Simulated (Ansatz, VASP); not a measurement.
# One calculation of Sn, two programs

```
Sn
1.0
    -1.89465    1.89465    1.89465
     1.89465   -1.89465    1.89465
     1.89465    1.89465   -1.89465
Sn
1
Direct
  0.00000 0.00000 0.00000
```

Alike in both runs: task single point; functional PBE; k mesh 10 × 10 × 10; occupations gaussian, width 0.013 eV; no spin polarisation.

|  | VASP | Ansatz |
| --- | --- | --- |
| version | VASP 6.6.1 | Ansatz 0.2.0 |
| potentials or method | VASP PAW PBE potentials, release 64 (Sn_d) | Ansatz PAW |
| plane-wave cutoff (eV) | 500 | 420 |
| valence electrons in the cell | 14 | 14 |

|  | VASP | Ansatz | Ansatz less VASP |
| --- | --- | --- | --- |
| gap on the k mesh at the Fermi level (eV) | none | none | - |
| pressure (GPa) | 0.6 | 0.7 | +0.05 |

A gap of «none» marks a metal or a gap that the smearing closes.
